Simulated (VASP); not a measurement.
# B5C (P6/mmm) in VASP: further runs

The runs below take B5C through single point, with PBE.

Everything below comes from runs of VASP 6.6.1. Logs are shortened: lines on timing, memory, paths and dates and some standing lists are left out, and cuts for length are marked.

### Step 1. The cell of the first run

Symmetry: P6/mmm, No. 191, hexagonal system. The conventional cell has a = 4.102 Å, b = 4.102 Å, c = 2.859 Å, α = 90.00°, β = 90.00°, γ = 120.00°. Within 2.5 Å of B (site symmetry -6m2) lie 9 B at 1.86 to 2.37 Å and 3 C at 2.37 Å. Within 2.5 Å of B (site symmetry mmm) lie 8 B at 1.86 to 2.05 Å and 4 C at 2.50 Å. C (site symmetry 6/mmm) has 18 B at 2.37 to 2.50 Å and 2 C at 2.86 Å within 3.1 Å.

The cell was generated, and may not be a known phase.

### Step 2. Single point, PBE

Input file INCAR:

```
  PREC = Accurate
  ENCUT = 520
  EDIFF = 1E-6
  ISMEAR = 0
  SIGMA = 0.1
  LREAL = F
  LASPH = T
  NELM = 100
  ALGO = Normal
  ISIF = 2
  LWAVE = F
  LCHARG = F
  GGA = PE
  NBANDS = 18
```

Input file KPOINTS:

```
Automatic mesh
0
Gamma
  6 6 6
```

Input file POSCAR:

```
B5C
1.0
    4.1015698024     -0.0000000028      0.0000000000
   -2.0507848988      3.5520636457      0.0000000000
    0.0000000000      0.0000000000      2.8588851258
B C
5 1
Direct
    0.3333333333      0.6666666667      0.0000000000
    0.6666666667      0.3333333333      0.0000000000
    0.5000000000      0.0000000000      0.5000000000
    0.5000000000      0.5000000000      0.5000000000
    0.0000000000      0.5000000000      0.5000000000
    0.0000000000      0.0000000000      0.0000000000
```

Potentials or basis: VASP PAW PBE potentials, release 64 (B, C).

Command:

```console
$ cat potpaw_PBE.64/B/POTCAR potpaw_PBE.64/C/POTCAR > POTCAR
$ mpirun -np 1 vasp_std > vasp.out
```

OUTCAR:

```text
PREC = Accurate
   ENCUT = 520
   EDIFF = 1E-6
   ISMEAR = 0
   LREAL = F
   LASPH = T
   NELM = 100
   ISIF = 2
   GGA = PE

 ion  position               nearest neighbor table
   1  0.333  0.667  0.000-   5 1.86   5 1.86   3 1.86   3 1.86   4 1.86   4 1.86
   2  0.667  0.333  0.000-   5 1.86   5 1.86   3 1.86   3 1.86   4 1.86   4 1.86
   3  0.500  0.000  0.500-   1 1.86   2 1.86   1 1.86   2 1.86   5 2.05   5 2.05   4 2.05   4 2.05

   4  0.500  0.500  0.500-   1 1.86   2 1.86   1 1.86   2 1.86   5 2.05   5 2.05   3 2.05   3 2.05

   5  0.000  0.500  0.500-   1 1.86   2 1.86   1 1.86   2 1.86   4 2.05   4 2.05   3 2.05   3 2.05

   6  0.000  0.000  0.000-

  LATTYP: Found a hexagonal cell.
 ALAT       =     4.1015698024
 C/A-ratio  =     0.6970221802

  Lattice vectors:

 A1 = (   4.1015698024,  -0.0000000028,   0.0000000000)
 A2 = (  -2.0507848988,   3.5520636457,   0.0000000000)
 A3 = (   0.0000000000,   0.0000000000,   2.8588851258)

Analysis of symmetry for initial positions (statically):
=====================================================================
 Subroutine PRICEL returns:
 Original cell was already a primitive cell.

 Routine SETGRP: Setting up the symmetry group for a
 hexagonal supercell.

 Subroutine GETGRP returns: Found 24 space group operations
 (whereof 24 operations were pure point group operations)
 out of a pool of 24 trial point group operations.

The static configuration has the point symmetry D_6h.

Analysis of symmetry for dynamics (positions and initial velocities):
=====================================================================
 Subroutine PRICEL returns:
 Original cell was already a primitive cell.

 Routine SETGRP: Setting up the symmetry group for a
 hexagonal supercell.

 Subroutine GETGRP returns: Found 24 space group operations
 (whereof 24 operations were pure point group operations)
 out of a pool of 24 trial point group operations.

The dynamic configuration has the point symmetry D_6h.

 Subroutine INISYM returns: Found 24 space group operations
 (whereof 24 operations are pure point group operations),
 and found     1 'primitive' translations

----------------------------------------------------------------------------------------

                                     Primitive cell

  volume of cell :      41.6512

  direct lattice vectors                    reciprocal lattice vectors
     4.101569802 -0.000000003  0.000000000     0.243809090  0.140763243  0.000000000
    -2.050784899  3.552063646  0.000000000     0.000000000  0.281526487  0.000000000
     0.000000000  0.000000000  2.858885126     0.000000000  0.000000000  0.349786702

  length of vectors
     4.101569802  4.101569802  2.858885126     0.281526487  0.281526487  0.349786702

  position of ions in fractional coordinates (direct lattice)
     0.333333333  0.666666667  0.000000000
     0.666666667  0.333333333  0.000000000
     0.500000000  0.000000000  0.500000000
     0.500000000  0.500000000  0.500000000
     1.000000000  0.500000000  0.500000000
     0.000000000  0.000000000  0.000000000

  ion indices of the primitive-cell ions
   primitive index   ion index
                 1           1
                 2           2
                 3           3
                 4           4
                 5           5
                 6           6

----------------------------------------------------------------------------------------

 KPOINTS: Automatic mesh

Automatic generation of k-mesh.
 Grid dimensions read from file:
 generate k-points for:    6    6    6

 Generating k-lattice:

  Cartesian coordinates                     Fractional coordinates (reciprocal lattice)
     0.040634848  0.023460541  0.000000000     0.166666667  0.000000000  0.000000000
     0.000000000  0.046921081  0.000000000     0.000000000  0.166666667  0.000000000
     0.000000000  0.000000000  0.058297784     0.000000000  0.000000000  0.166666667

  Length of vectors
     0.046921081  0.046921081  0.058297784

  Shift w.r.t. Gamma in fractional coordinates (k-lattice)
     0.000000000  0.000000000  0.000000000

 Subroutine IBZKPT returns following result:
 ===========================================

 Found     28 irreducible k-points:

 Following reciprocal coordinates:
            Coordinates               Weight
  0.000000  0.000000  0.000000      1.000000
  0.166667  0.000000  0.000000      6.000000
  0.333333  0.000000  0.000000      6.000000
  0.500000  0.000000  0.000000      3.000000
  0.166667  0.166667  0.000000      6.000000
  0.333333  0.166667  0.000000     12.000000
[... 16 lines left out ...]
  0.166667  0.000000  0.500000      6.000000
  0.333333  0.000000  0.500000      6.000000
 [... further k-points ...]
   k-points           NKPTS =     28   k-points in BZ     NKDIM =     28   number of bands    NBANDS=     18
   number of dos      NEDOS =    301   number of ions     NIONS =      6
   total plane-waves  NPLWV =  24576
   dimension x,y,z NGX =    32 NGY =   32 NGZ =   24
   dimension x,y,z NGXF=    64 NGYF=   64 NGZF=   48
   ions per type =               5   1
   NGX,Y,Z   is equivalent  to a cutoff of  12.97, 12.97, 13.96 a.u.
   NGXF,Y,Z  is equivalent  to a cutoff of  25.94, 25.94, 27.91 a.u.
 SYSTEM =  unknown system
   PREC   = accura    normal or accurate (medium, high low for compatibility)
   ISTART =      0    job   : 0-new  1-cont  2-samecut
   ICHARG =      2    charge: 1-file 2-atom 10-const
   ISPIN  =      1    spin polarized calculation?
   LNONCOLLINEAR =      F non collinear calculations
   LSORBIT =      F    spin-orbit coupling
   LASPH  =      T    aspherical Exc in radial PAW
   ENCUT  =  520.0 eV  38.22 Ry    6.18 a.u.   7.63  7.63  5.32*2*pi/ulx,y,z
   NELM   =    100;   NELMIN=  2; NELMDL= -5     # of ELM steps
   EDIFF  = 0.1E-05   stopping-criterion for ELM
   LREAL  =      F    real-space projection
   EDIFFG = 0.1E-04   stopping-criterion for IOM
   NSW    =      0    number of steps for IOM
   IBRION =     -1    ionic relax: 0-MD 1-quasi-New 2-CG
   NFREE  =      0    steps in history (QN), initial steepest desc. (CG)
   ISIF   =      2    stress and relaxation
   ISYM   =      2    0-nonsym 1-usesym 2-fastsym
   POTIM  = 0.5000    time-step for ionic-motion
   TEBEG  =    0.0;   TEEND  =   0.0 temperature during run
   PSTRESS=    0.0 pullay stress
   NELECT =      19.0000    total number of electrons
   NUPDOWN=      -1.0000    fix difference up-down
   EMIN   =  10.00;   EMAX   =-10.00  energy-range for DOS
   EFERMI =   0.00;   METHOD = LEGACY
   ISMEAR =     0;   SIGMA  =   0.10  broadening in eV -4-tet -1-fermi 0-gaus
   EFERMI_NEDOS =   21; number of points for ismear=-14 and -15
   IALGO  =     38    algorithm
   IMIX   =      4    mixing-type and parameters
     AMIX     =   0.40;   BMIX     =  1.00
     AMIX_MAG =   1.60;   BMIX_MAG =  1.00
  volume/ion in A,a.u.               =       6.94        46.85
  Fermi-wavevector in a.u.,A,eV,Ry     =   1.260231  2.381491 21.608533  1.588182
  Thomas-Fermi vector in A             =   2.393751
   LORBIT       =      0    0 simple, 1 ext, 2 COOP (PROOUT), +10 PAW based schemes
   GGA     = PE    functional components
   LHFCALC =     F    Hartree Fock is set to
   AEXX    =    0.0000 exact exchange contribution
   IVDW    =     0    specifies the selected vdW correction
   LEPSILON=     F    determine dielectric tensor
   LRPA    =     F    only Hartree local field effects (RPA)
 non-spin polarized calculation
 Gauss-broadening in eV      SIGMA  =   0.10
  energy-cutoff  :      520.00
  volume of cell :       41.65
 maximum number of plane-waves:      1136
 NGX is ok and might be reduce to    32
   NGX = 15   NGY = 15   NGZ = 11

 number of electron      19.0000000 magnetization

 Free energy of the ion-electron system (eV)
  ---------------------------------------------------
  ext. energy  EPLUGINS =         0.00000000
  ---------------------------------------------------
  free energy    TOTEN  =       -31.34395035 eV

  energy without entropy =      -31.33628864  energy(sigma->0) =      -31.34011949

 E-fermi :   7.9836     XC(G=0): -12.2925

 val. band max:        7.9633146616   @ k =   0.3333   0.0000   0.1667
 cond. band min:       8.0044906141   @ k =   0.1667   0.1667   0.3333
 fundamental gap:      0.0411759525
 Fermi energy:         7.9835907502

 k-point     1 :       0.0000    0.0000    0.0000
  band No.  band energies     occupation
      1      -9.4611      2.00000
      2      -2.4263      2.00000
      3      -0.1377      2.00000
      4       0.6635      2.00000
      5       0.6635      2.00000
      6       0.9163      2.00000
[... 10 lines left out ...]
     17      15.4748      0.00000
     18      16.7903      0.00000

 k-point     2 :       0.1667    0.0000    0.0000
  band No.  band energies     occupation
      1      -9.2000      2.00000
      2      -3.4116      2.00000
      3      -1.6482      2.00000
      4      -0.5930      2.00000
      5       1.2923      2.00000
      6       2.4118      2.00000
[... 10 lines left out ...]
     17      14.7330      0.00000
     18      16.3791      0.00000

 k-point     3 :       0.3333    0.0000    0.0000
  band No.  band energies     occupation
      1      -8.4249      2.00000
      2      -5.3347      2.00000
      3      -2.5466      2.00000
      4      -1.4251      2.00000
      5       3.1382      2.00000
      6       3.1473      2.00000
[... 10 lines left out ...]
     17      16.0791      0.00000
     18      16.2127      0.00000

 k-point     4 :       0.5000    0.0000    0.0000
  band No.  band energies     occupation
      1      -7.3793      2.00000
      2      -6.8343      2.00000
      3      -2.8068      2.00000
      4      -1.7040      2.00000
      5       3.8832      2.00000
      6       5.0081      2.00000
[... 375 lines left out ...]
      4       1.9452      2.00000
      5       2.1959      2.00000
      6       2.1959      2.00000
[... 10 lines left out ...]
     17      18.4442      0.00000
     18      19.3442      0.00000

 k-point    23 :       0.1667    0.0000    0.5000
  band No.  band energies     occupation
      1      -5.7906      2.00000
      2      -5.5970      2.00000
      3      -1.8652      2.00000
      4       0.3858      2.00000
      5       1.5993      2.00000
      6       1.7833      2.00000
[... 10 lines left out ...]
     17      17.5785      0.00000
     18      17.6556      0.00000

 k-point    24 :       0.3333    0.0000    0.5000
  band No.  band energies     occupation
      1      -4.9885      2.00000
      2      -4.9866      2.00000
      3      -2.6902      2.00000
      4      -1.8284      2.00000
      5       0.8978      2.00000
      6       1.3960      2.00000
[... 10 lines left out ...]
     17      15.4347      0.00000
     18      15.4565      0.00000

 [... further k-points ...]

------------------------ aborting loop because EDIFF is reached ----------------------------------------

  FORCE on cell =-STRESS in cart. coord.  units (eV):
  Direction    XX          YY          ZZ          XY          YZ          ZX
  --------------------------------------------------------------------------------------
  -------------------------------------------------------------------------------------
  Total       -0.0630587     -0.0630587     -0.1001397      0.0000000      0.0000000      0.0000000
  in kB       -2.4256508     -2.4256508     -3.8520277      0.0000000      0.0000000      0.0000000
  external PRESSURE =      -2.9011098 kB  Pullay stress =       0.0000000 kB

 VOLUME and BASIS-vectors are now :
 -----------------------------------------------------------------------------
  energy-cutoff  :      520.00
  volume of cell :       41.65
      direct lattice vectors                 reciprocal lattice vectors
     4.101569802 -0.000000003  0.000000000     0.243809090  0.140763243  0.000000000
    -2.050784899  3.552063646  0.000000000     0.000000000  0.281526487  0.000000000
     0.000000000  0.000000000  2.858885126     0.000000000  0.000000000  0.349786702

 POSITION                                       TOTAL-FORCE (eV/Angst)
 -----------------------------------------------------------------------------------
      0.00000      2.36804      0.00000        -0.000000     -0.000000      0.000000
      2.05078      1.18402      0.00000         0.000000      0.000000      0.000000
      2.05078     -0.00000      1.42944         0.000000      0.000000      0.000000
      1.02539      1.77603      1.42944         0.000000      0.000000      0.000000
     -1.02539      1.77603      1.42944         0.000000      0.000000      0.000000
      0.00000      0.00000      0.00000         0.000000      0.000000      0.000000
 -----------------------------------------------------------------------------------
    total drift:                               -0.000000      0.000000     -0.000000

  FREE ENERGIE OF THE ION-ELECTRON SYSTEM (eV)
  ---------------------------------------------------
  free  energy   TOTEN  =       -31.3439503495 eV

  energy  without entropy=      -31.3362886386  energy(sigma->0) =      -31.34011949
```

It took 28 s on 1 thread of Intel Xeon 8259CL, shared host; peak memory 0.16 GiB.

What came out:

* Free energy: -31.3440 eV
* Pressure: -0.3 GPa
* Band gap on the k mesh: zero (an odd number of electrons rules out a gap without spin polarisation)

Stress tensor (GPa, compression positive):
```
-0.24  0.00  0.00
 0.00 -0.24  0.00
 0.00  0.00 -0.39
```

Caveat: the k points lie up to 0.37 Å⁻¹ apart, too coarse for converged energies and pressures of a metal.

### Step 3. Single point, PBE

This run uses another cell than the first one, of 8.99 Å³/atom.

Input file INCAR:

```
SYSTEM = B5C
ALGO     = Normal         ! electronic algorithm
EDIFF    = 1E-6           ! SCF threshold, eV
ENCUT    = 520            ! plane-wave cutoff, eV
GGA      = PE             ! functional
ISIF     = 2              ! what is computed and relaxed
ISMEAR   = 0              ! smearing method
LASPH    = .TRUE.         ! aspherical terms in the spheres
LCHARG   = .FALSE.        ! write CHGCAR
LREAL    = .FALSE.        ! projectors in reciprocal space
LWAVE    = .FALSE.        ! write WAVECAR
NBANDS   = 18             ! bands
NELM     = 80             ! most SCF steps
PREC     = Accurate       ! precision mode
SIGMA    = 0.1            ! smearing width, eV
```

Input file KPOINTS:

```
k-points
0
G
  6 6 6
  0 0 0
```

Input file POSCAR:

```
B5C
1.0
    4.2071857900      0.0000000000      0.0000000000
   -2.1035928900      3.6435297700      0.0000000000
    0.0000000000      0.0000000000      3.5201252800
B C
5 1
Direct
    0.3333333300      0.6666666700      0.0000000000
    0.6666666700      0.3333333300      0.0000000000
    0.5000000000      0.0000000000      0.5000000000
    0.5000000000      0.5000000000      0.5000000000
    0.0000000000      0.5000000000      0.5000000000
    0.0000000000      0.0000000000      0.0000000000
```

Potentials or basis: VASP PAW PBE potentials, release 64 (B, C).

Command:

```console
$ cat potpaw_PBE.64/B/POTCAR potpaw_PBE.64/C/POTCAR > POTCAR
$ mpirun -np 1 vasp_std > vasp.out
```

Run time: 38 s. Hardware: 1 thread of Intel Xeon 8259CL, shared host; peak memory 0.17 GiB.

The run converged. Its results:

| Item | Value |
| --- | --- |
| Free energy | -28.8165 eV |
| Pressure | -36.2 GPa |
| Band gap on the k mesh | zero (an odd number of electrons rules out a gap without spin polarisation) |

Stress tensor (GPa, compression positive):
```
-31.62   0.00   0.00
  0.00 -31.62   0.00
  0.00   0.00 -45.22
```

Levels at points of the mesh, in eV from the Fermi level:
| k point | band 6 | band 7 | band 8 | band 9 | band 10 | band 11 | band 12 | band 13 |
| --- | --- | --- | --- | --- | --- | --- | --- | --- |
| (0.00, 0.00, 0.00) | -4.96 | -4.67 | -4.67 | -1.63 | 1.24 | 1.64 | 1.93 | 1.93 |
| (0.50, 0.00, 0.00) | -2.98 | -2.33 | -2.21 | -0.22 | 0.53 | 1.21 | 1.46 | 1.95 |
| (0.00, 0.00, 0.50) | -3.69 | -2.46 | -2.46 | -2.12 | -1.91 | -1.91 | -1.29 | -1.29 |
| (0.50, 0.00, 0.50) | -5.52 | -4.93 | -3.65 | 1.70 | 1.97 | 2.04 | 2.19 | 3.24 |

Caveat: the stress differs along the axes, from -45 to -32 GPa.

The gap in the log of VASP goes by the Fermi energy; the results here count the filled bands.